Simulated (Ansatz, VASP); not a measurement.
**C in VASP and in Ansatz**

INCAR

```
SYSTEM = C
PREC     = Accurate       ! precision mode
ENCUT    = 600            ! plane-wave cutoff, eV
EDIFF    = 1E-6           ! SCF threshold, eV
ISMEAR   = 0              ! smearing method
SIGMA    = 0.02           ! smearing width, eV
LREAL    = .FALSE.        ! projectors in reciprocal space
LASPH    = .TRUE.         ! aspherical terms in the spheres
NELM     = 60             ! most SCF steps
ALGO     = Normal         ! electronic algorithm
ISIF     = 3              ! what is computed and relaxed
LWAVE    = .FALSE.        ! write WAVECAR
LCHARG   = .FALSE.        ! write CHGCAR
GGA      = PS             ! functional
IVDW     = 12             ! dispersion correction
IBRION   = 2              ! ionic algorithm
NSW      = 100            ! ionic steps
EDIFFG   = -0.005         ! ionic threshold
```

The input KPOINTS:

```
regular mesh
0
G
  15 15 15
  0 0 0
```

Contents of POSCAR:

```
C
1.0
    1.2295365520      0.7098732593      3.2661123279
   -1.2295365520      0.7098732593      3.2661123279
    0.0000000000     -1.4197465186      3.2661123279
C
2
Direct
    0.1665443050      0.1665443050      0.1665443050
    0.8334556950      0.8334556950      0.8334556950
```

Input for Ansatz:

```yaml
crystal:
  lattice:
    - [1.229536552, 0.7098732593, 3.2661123279]
    - [-1.229536552, 0.7098732593, 3.2661123279]
    - [0.0, -1.4197465186, 3.2661123279]
  atoms:
    - { symbol: C, position: [0.166544305, 0.166544305, 0.166544305] }
    - { symbol: C, position: [0.833455695, 0.833455695, 0.833455695] }
basis:
  ecutwfc: 520.0
kpoints:
  mp_grid: { grid: [15, 15, 15] }
hamiltonian:
  xc: pbesol
  dispersion: d3bj
scf:
  occupations: { method: gaussian, width: 0.02 }
output:
  forces: true
  stress: true
  eigenvalues: true
  write_density: true
  write_potential: true
  elf: true
  volumetric_format: npy
relax:
  adjacent_minimum: "off"
  f_tol: 0.005
  max_steps: 80
  cell: { stress_tol: 0.05 }
```

Alike in both runs: task relaxation of cell and atoms; functional PBEsol; dispersion D3(BJ); k mesh 15 × 15 × 15; occupations gaussian, width 0.02 eV; no spin polarisation.

|  | VASP | Ansatz |
| --- | --- | --- |
| version | VASP 6.6.1 | Ansatz 0.2.0 |
| potentials or method | VASP PAW PBE potentials, release 64 (C), cutoff 600 eV | scalar-relativistic, plane waves, PAW |
| valence electrons in the cell | 8 | 8 |

|  | VASP | Ansatz | Ansatz less VASP |
| --- | --- | --- | --- |
| gap on the k mesh at the Fermi level, each at its own relaxed structure (eV) | 0.78 | 0.75 | -0.024 |
| relaxed volume (Å³/atom) | 8.55 | 8.59 | +0.042 |
| relaxed cell length with the largest relative difference (Å) | 3.560 | 3.577 | +0.0169 |

VASP's potentials were made for PBE, not for PBEsol.
